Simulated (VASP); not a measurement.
# Sb (R-3m) in VASP: notebook

Sb is run at these levels: PBE; tasks: single point.

Program: VASP 6.6.1. These are calculated values, not measurements. Logs are shortened: lines on timing, memory, paths and dates and some standing lists are left out, and cuts for length are marked.

**1. The cell of the first run**

It takes space group R-3m (No. 166, trigonal). Conventional cell: a = 4.308 Å, b = 4.308 Å, c = 11.274 Å, α = 90.00°, β = 90.00°, γ = 120.00°. Within 3.8 Å of Sb (site symmetry 3m) lie 6 Sb at 2.91 to 3.35 Å.

**2. Single point, PBE**

INCAR reads:

```
SYSTEM = Sb
ALGO = Normal
EDIFF = 1E-7
ENCUT = 520
GGA = PE
ISIF = 2
ISMEAR = 0
LASPH = .TRUE.
LCHARG = .FALSE.
LREAL = .FALSE.
LWAVE = .FALSE.
NBANDS = 12
NELM = 60
PREC = Accurate
SIGMA = 0.1
```

KPOINTS reads:

```
k-points
0
G
  8 8 8
  0 0 0
```

POSCAR reads:

```
Sb
1.0
    2.1542000000      1.2437279500      3.7580000000
   -2.1542000000      1.2437279500      3.7580000000
    0.0000000000     -2.4874559000      3.7580000000
Sb
2
Direct
    0.2334900000      0.2334900000      0.2334900000
    0.7665100000      0.7665100000      0.7665100000
```

Potentials or basis: VASP PAW PBE potentials, release 64 (Sb).

Command:

```bash
$ cat potpaw_PBE.64/Sb/POTCAR > POTCAR
$ mpirun -np 1 vasp_std > vasp.out
```

OUTCAR:

```text
SYSTEM = Sb
   EDIFF = 1E-7
   ENCUT = 520
   GGA = PE
   ISIF = 2
   ISMEAR = 0
   LASPH = .TRUE.
   LREAL = .FALSE.
   NELM = 60
   PREC = Accurate

 ion  position               nearest neighbor table
   1  0.233  0.233  0.233-   2 2.91   2 2.91   2 2.91   2 3.35   2 3.35   2 3.35
   2  0.767  0.767  0.767-   1 2.91   1 2.91   1 2.91   1 3.35   1 3.35   1 3.35

  LATTYP: Found a trigonal (rhomboedric) cell.
 ALAT       =     4.5066618304
 COS(alpha) =     0.5430253623

  Lattice vectors:

 A1 = (   2.1542000000,   1.2437279500,   3.7580000000)
 A2 = (  -2.1542000000,   1.2437279500,   3.7580000000)
 A3 = (   0.0000000000,  -2.4874559000,   3.7580000000)

Analysis of symmetry for initial positions (statically):
=====================================================================
 Subroutine PRICEL returns:
 Original cell was already a primitive cell.

 Routine SETGRP: Setting up the symmetry group for a
 trigonal (rhombohedral) supercell.

 Subroutine GETGRP returns: Found 12 space group operations
 (whereof 12 operations were pure point group operations)
 out of a pool of 12 trial point group operations.

The static configuration has the point symmetry D_3d.

Analysis of symmetry for dynamics (positions and initial velocities):
=====================================================================
 Subroutine PRICEL returns:
 Original cell was already a primitive cell.

 Routine SETGRP: Setting up the symmetry group for a
 trigonal (rhombohedral) supercell.

 Subroutine GETGRP returns: Found 12 space group operations
 (whereof 12 operations were pure point group operations)
 out of a pool of 12 trial point group operations.

The dynamic configuration has the point symmetry D_3d.

 Subroutine INISYM returns: Found 12 space group operations
 (whereof 12 operations are pure point group operations),
 and found     1 'primitive' translations

----------------------------------------------------------------------------------------

                                     Primitive cell

  volume of cell :      60.4115

  direct lattice vectors                    reciprocal lattice vectors
     2.154200000  1.243727950  3.758000000     0.232104726  0.134005726  0.088699663
    -2.154200000  1.243727950  3.758000000    -0.232104726  0.134005726  0.088699663
     0.000000000 -2.487455900  3.758000000     0.000000000 -0.268011452  0.088699663

  length of vectors
     4.506661830  4.506661830  4.506661830     0.282307932  0.282307932  0.282307932

  position of ions in fractional coordinates (direct lattice)
     0.233490000  0.233490000  0.233490000
     0.766510000  0.766510000  0.766510000

  ion indices of the primitive-cell ions
   primitive index   ion index
                 1           1
                 2           2

----------------------------------------------------------------------------------------

 KPOINTS: k-points

Automatic generation of k-mesh.
 Grid dimensions read from file:
 generate k-points for:    8    8    8

 Generating k-lattice:

  Cartesian coordinates                     Fractional coordinates (reciprocal lattice)
     0.029013091  0.016750716  0.011087458     0.125000000  0.000000000  0.000000000
    -0.029013091  0.016750716  0.011087458     0.000000000  0.125000000  0.000000000
     0.000000000 -0.033501431  0.011087458     0.000000000  0.000000000  0.125000000

  Length of vectors
     0.035288491  0.035288491  0.035288491

  Shift w.r.t. Gamma in fractional coordinates (k-lattice)
     0.000000000  0.000000000  0.000000000

 Subroutine IBZKPT returns following result:
 ===========================================

 Found     65 irreducible k-points:

 Following reciprocal coordinates:
            Coordinates               Weight
  0.000000  0.000000  0.000000      1.000000
  0.125000  0.000000 -0.000000      6.000000
  0.250000  0.000000 -0.000000      6.000000
  0.375000  0.000000  0.000000      6.000000
  0.500000  0.000000 -0.000000      3.000000
  0.125000  0.125000 -0.000000      6.000000
[... 16 lines left out ...]
  0.250000  0.125000  0.125000      6.000000
  0.375000  0.125000  0.125000      6.000000
 [... further k-points ...]
   k-points           NKPTS =     65   k-points in BZ     NKDIM =     65   number of bands    NBANDS=     12
   number of dos      NEDOS =    301   number of ions     NIONS =      2
   total plane-waves  NPLWV =  46656
   dimension x,y,z NGX =    36 NGY =   36 NGZ =   36
   dimension x,y,z NGXF=    72 NGYF=   72 NGZF=   72
   ions per type =               2
   NGX,Y,Z   is equivalent  to a cutoff of  13.28, 13.28, 13.28 a.u.
   NGXF,Y,Z  is equivalent  to a cutoff of  26.56, 26.56, 26.56 a.u.
 SYSTEM =  Sb
   PREC   = accura    normal or accurate (medium, high low for compatibility)
   ISTART =      0    job   : 0-new  1-cont  2-samecut
   ICHARG =      2    charge: 1-file 2-atom 10-const
   ISPIN  =      1    spin polarized calculation?
   LNONCOLLINEAR =      F non collinear calculations
   LSORBIT =      F    spin-orbit coupling
   LASPH  =      T    aspherical Exc in radial PAW
   ENCUT  =  520.0 eV  38.22 Ry    6.18 a.u.   8.38  8.38  8.38*2*pi/ulx,y,z
   NELM   =     60;   NELMIN=  2; NELMDL= -5     # of ELM steps
   EDIFF  = 0.1E-06   stopping-criterion for ELM
   LREAL  =      F    real-space projection
   EDIFFG = 0.1E-05   stopping-criterion for IOM
   NSW    =      0    number of steps for IOM
   IBRION =     -1    ionic relax: 0-MD 1-quasi-New 2-CG
   NFREE  =      0    steps in history (QN), initial steepest desc. (CG)
   ISIF   =      2    stress and relaxation
   ISYM   =      2    0-nonsym 1-usesym 2-fastsym
   POTIM  = 0.5000    time-step for ionic-motion
   TEBEG  =    0.0;   TEEND  =   0.0 temperature during run
   PSTRESS=    0.0 pullay stress
   NELECT =      10.0000    total number of electrons
   NUPDOWN=      -1.0000    fix difference up-down
   EMIN   =  10.00;   EMAX   =-10.00  energy-range for DOS
   EFERMI =   0.00;   METHOD = LEGACY
   ISMEAR =     0;   SIGMA  =   0.10  broadening in eV -4-tet -1-fermi 0-gaus
   EFERMI_NEDOS =   21; number of points for ismear=-14 and -15
   IALGO  =     38    algorithm
   IMIX   =      4    mixing-type and parameters
     AMIX     =   0.40;   BMIX     =  1.00
     AMIX_MAG =   1.60;   BMIX_MAG =  1.00
  volume/ion in A,a.u.               =      30.21       203.84
  Fermi-wavevector in a.u.,A,eV,Ry     =   0.898880  1.698637 10.993305  0.807985
  Thomas-Fermi vector in A             =   2.021644
   LORBIT       =      0    0 simple, 1 ext, 2 COOP (PROOUT), +10 PAW based schemes
   GGA     = PE    functional components
   LHFCALC =     F    Hartree Fock is set to
   AEXX    =    0.0000 exact exchange contribution
   IVDW    =     0    specifies the selected vdW correction
   LEPSILON=     F    determine dielectric tensor
   LRPA    =     F    only Hartree local field effects (RPA)
 non-spin polarized calculation
 Gauss-broadening in eV      SIGMA  =   0.10
  energy-cutoff  :      520.00
  volume of cell :       60.41
 maximum number of plane-waves:      1638
 NGX is ok and might be reduce to    36
   NGX = 17   NGY = 17   NGZ = 17

 number of electron      10.0000000 magnetization

 Free energy of the ion-electron system (eV)
  ---------------------------------------------------
  ext. energy  EPLUGINS =         0.00000000
  ---------------------------------------------------
  free energy    TOTEN  =        -8.25725983 eV

  energy without entropy =       -8.25537003  energy(sigma->0) =       -8.25631493

 E-fermi :   7.3822     XC(G=0):  -9.5307

 val. band max:        7.3777950928   @ k =   0.3750   0.1250   0.1250
 cond. band min:       7.4207286660   @ k =   0.5000   0.5000   0.5000
 fundamental gap:      0.0429335732
 Fermi energy:         7.3822020929

 k-point     1 :       0.0000    0.0000    0.0000
  band No.  band energies     occupation
      1      -5.4392      2.00000
      2       2.4910      2.00000
      3       5.2202      2.00000
      4       5.4835      2.00000
      5       5.4835      2.00000
      6       9.3465      0.00000
      7       9.9801      0.00000
      8       9.9801      0.00000
      9      12.3695      0.00000
     10      12.3695      0.00000
     11      12.5311      0.00000
     12      13.8746      0.00000

 k-point     2 :       0.1250    0.0000   -0.0000
  band No.  band energies     occupation
      1      -5.2667      2.00000
      2       1.7593      2.00000
      3       5.2597      2.00000
      4       5.4424      2.00000
      5       5.7599      2.00000
      6       9.2427      0.00000
      7       9.5455      0.00000
      8       9.5846      0.00000
      9      11.8397      0.00000
     10      12.2848      0.00000
     11      12.4591      0.00000
     12      14.9617      0.00000

 k-point     3 :       0.2500    0.0000   -0.0000
  band No.  band energies     occupation
      1      -4.7544      2.00000
      2       0.2941      2.00000
      3       5.2780      2.00000
      4       5.3701      2.00000
      5       6.2101      2.00000
      6       8.5404      0.00000
      7       8.6645      0.00000
      8       8.7507      0.00000
      9      12.1976      0.00000
     10      12.7838      0.00000
     11      13.2934      0.00000
     12      17.0533      0.00000
[... 286 lines left out ...]
 k-point    23 :       0.2500    0.1250    0.1250
  band No.  band energies     occupation
      1      -5.0352      2.00000
      2       0.9452      2.00000
      3       4.5059      2.00000
      4       5.8257      2.00000
      5       6.7335      2.00000
      6       8.4456      0.00000
      7       8.5077      0.00000
      8      10.2477      0.00000
      9      12.0471      0.00000
     10      12.5180      0.00000
     11      13.3368      0.00000
     12      14.7299      0.00000

 k-point    24 :       0.3750    0.1250    0.1250
  band No.  band energies     occupation
      1      -4.4410      2.00000
      2      -0.2521      2.00000
      3       3.9129      2.00000
      4       5.7460      2.00000
      5       7.3778      1.04970
      6       7.4751      0.18881
      7       7.9583      0.00000
      8      10.3281      0.00000
      9      12.2791      0.00000
     10      13.2343      0.00000
     11      14.4678      0.00000
     12      16.2175      0.00000

 [... further k-points ...]

------------------------ aborting loop because EDIFF is reached ----------------------------------------

  FORCE on cell =-STRESS in cart. coord.  units (eV):
  Direction    XX          YY          ZZ          XY          YZ          ZX
  --------------------------------------------------------------------------------------
  -------------------------------------------------------------------------------------
  Total        1.1238435      1.1238435      0.8790479     -0.0000000      0.0000000      0.0000000
  in kB       29.8055386     29.8055386     23.3132959     -0.0000000      0.0000000      0.0000000
  external PRESSURE =      27.6414577 kB  Pullay stress =       0.0000000 kB

 VOLUME and BASIS-vectors are now :
 -----------------------------------------------------------------------------
  energy-cutoff  :      520.00
  volume of cell :       60.41
      direct lattice vectors                 reciprocal lattice vectors
     2.154200000  1.243727950  3.758000000     0.232104726  0.134005726  0.088699663
    -2.154200000  1.243727950  3.758000000    -0.232104726  0.134005726  0.088699663
     0.000000000 -2.487455900  3.758000000     0.000000000 -0.268011452  0.088699663

 POSITION                                       TOTAL-FORCE (eV/Angst)
 -----------------------------------------------------------------------------------
      0.00000      0.00000      2.63237         0.000000     -0.000000      0.197090
      0.00000      0.00000      8.64163         0.000000      0.000000     -0.197090
 -----------------------------------------------------------------------------------
    total drift:                                0.000000      0.000000     -0.000000

  FREE ENERGIE OF THE ION-ELECTRON SYSTEM (eV)
  ---------------------------------------------------
  free  energy   TOTEN  =        -8.2572598344 eV

  energy  without entropy=       -8.2553700345  energy(sigma->0) =       -8.25631493
```

Wall time 50 s (1 thread of AMD EPYC 7R43 (Zen 3), shared host); peak memory 0.18 GiB.

Results:

```yaml
Free_energy: -8.2573 eV
Pressure: 2.8 GPa
Largest_force: 0.197 eV/Å
Band_gap_on_the_k_mesh: zero (band 5 reaches 7.38 eV, above the bottom of band 6 at 7.08 eV)
```

Forces on the atoms (eV/Å):
```
Sb   0.000  0.000  0.197
Sb   0.000  0.000 -0.197
```

Stress tensor (GPa, compression positive):
```
2.98 0.00 0.00
0.00 2.98 0.00
0.00 0.00 2.33
```

Levels at points of the mesh, in eV from the Fermi level:
| k point | band 3 | band 4 | band 5 | band 6 | band 7 | band 8 |
| --- | --- | --- | --- | --- | --- | --- |
| (0.00, 0.00, 0.00) | -2.16 | -1.90 | -1.90 | 1.96 | 2.60 | 2.60 |
| (0.50, 0.00, 0.00) | -2.05 | -1.92 | -0.38 | -0.31 | 0.10 | 0.41 |
| (0.50, 0.50, 0.00) | -5.53 | -3.85 | -3.76 | 1.43 | 4.85 | 5.43 |
| (0.50, 0.50, 0.50) | -1.42 | -1.42 | -0.58 | 0.04 | 0.04 | 1.04 |

Caveat: spin-orbit coupling is left out, which moves the levels of the heavy elements.

**3. Single point, PBE**

This run uses another cell than the first one, of 30.81 Å³/atom, 1.020 times its volume.

INCAR reads:

```
PREC = Accurate
ENCUT = 520
EDIFF = 1E-6
ISMEAR = 0
SIGMA = 0.1
LREAL = F
LASPH = T
NELM = 60
ALGO = Normal
ISIF = 2
LWAVE = F
LCHARG = F
GGA = PE
NBANDS = 12
```

KPOINTS reads:

```
Automatic mesh
0
Gamma
  8 8 8
```

POSCAR reads:

```
Sb
1.0
    2.1684666409      1.2519647990      3.7828881425
   -2.1684666409      1.2519647990      3.7828881425
    0.0000000000     -2.5039295980      3.7828881425
Sb
2
Direct
    0.2334900000      0.2334900000      0.2334900000
    0.7665100000      0.7665100000      0.7665100000
```

Potentials or basis: VASP PAW PBE potentials, release 64 (Sb).

Command:

```bash
$ cat potpaw_PBE.64/Sb/POTCAR > POTCAR
$ mpirun -np 1 vasp_std > vasp.out
```

Run time: 54 s. Hardware: 1 thread of AMD EPYC 7R43 (Zen 3), shared host; peak memory 0.18 GiB.

Results (log left out):

```
Free energy            : -8.2735 eV
Pressure               : 1.6 GPa
Largest force          : 0.090 eV/Å
Band gap on the k mesh : zero (band 5 reaches 7.12 eV, above the bottom of band 6 at 6.82 eV)
```

Forces in eV/Å, atoms in the order of the input:
```
Sb   0.000  0.000  0.090
Sb   0.000  0.000 -0.090
```

Stress tensor (GPa, compression positive):
```
1.71 0.00 0.00
0.00 1.71 0.00
0.00 0.00 1.31
```

Levels at points of the mesh, in eV from the Fermi level:
```
           k point  band 1  band 2  band 3  band 4  band 5  band 6  band 7  band 8  band 9  band 10
(0.00, 0.00, 0.00)  -12.65   -4.98   -2.10   -1.85   -1.85    1.97    2.58    2.58    5.02     5.02
(0.50, 0.00, 0.00)  -10.35   -9.63   -1.99   -1.87   -0.36   -0.30    0.12    0.44    7.46     8.07
(0.50, 0.50, 0.00)  -10.36   -8.06   -5.40   -3.75   -3.66    1.50    4.75    5.34    6.68     8.56
(0.50, 0.50, 0.50)  -11.16   -8.97   -1.37   -1.37   -0.59    0.07    0.07    1.01    6.87     8.53
```

Caveat: spin-orbit coupling is left out, which moves the levels of the heavy elements.

**4. Single point, PBE**

This run uses another cell than the first one, of 31.41 Å³/atom, 1.040 times its volume.

INCAR reads:

```
SYSTEM = Sb
PREC = Accurate
ENCUT = 520
EDIFF = 1E-7
ISMEAR = 0
SIGMA = 0.1
LREAL = .False.
LASPH = .True.
NELM = 80
ALGO = Normal
ISIF = 2
LWAVE = .False.
LCHARG = .False.
GGA = PE
NBANDS = 12
```

KPOINTS reads:

```
Automatic mesh
0
Gamma
  8 8 8
  0 0 0
```

POSCAR reads:

```
Sb
1.0
    2.1825479877      1.2600946683      3.8074530396
   -2.1825479877      1.2600946683      3.8074530396
    0.0000000000     -2.5201893367      3.8074530396
Sb
2
Direct
    0.2334900000      0.2334900000      0.2334900000
    0.7665100000      0.7665100000      0.7665100000
```

Command:

```bash
$ cat potpaw_PBE.64/Sb/POTCAR > POTCAR
$ mpirun -np 1 vasp_std > vasp.out
```

Run time: 56 s. Hardware: 1 thread of AMD EPYC 7R43 (Zen 3), shared host; peak memory 0.19 GiB.

It converged, with:

```
Free energy            : -8.2813 eV
Pressure               : 0.5 GPa
Largest force          : 0.009 eV/Å
Band gap on the k mesh : zero (band 5 reaches 6.87 eV, above the bottom of band 6 at 6.58 eV)
```

Forces on the atoms (eV/Å):
```
Sb   0.000  0.000 -0.009
Sb   0.000  0.000  0.009
```

Stress tensor (GPa, compression positive):
```
0.55 0.00 0.00
0.00 0.55 0.00
0.00 0.00 0.39
```

Levels at points of the mesh, in eV from the Fermi level:
| k point | band 1 | band 2 | band 3 | band 4 | band 5 | band 6 | band 7 | band 8 | band 9 | band 10 |
| --- | --- | --- | --- | --- | --- | --- | --- | --- | --- | --- |
| (0.00, 0.00, 0.00) | -12.49 | -5.07 | -2.04 | -1.80 | -1.80 | 1.97 | 2.56 | 2.56 | 5.05 | 5.05 |
| (0.50, 0.00, 0.00) | -10.24 | -9.53 | -1.93 | -1.82 | -0.35 | -0.29 | 0.14 | 0.47 | 7.45 | 8.04 |
| (0.50, 0.50, 0.00) | -10.26 | -8.02 | -5.28 | -3.64 | -3.56 | 1.58 | 4.66 | 5.26 | 6.53 | 8.53 |
| (0.50, 0.50, 0.50) | -11.04 | -8.88 | -1.33 | -1.33 | -0.60 | 0.11 | 0.11 | 0.98 | 6.85 | 8.51 |

Caveat: spin-orbit coupling is left out, which moves the levels of the heavy elements.

[end of part 1 of 2]
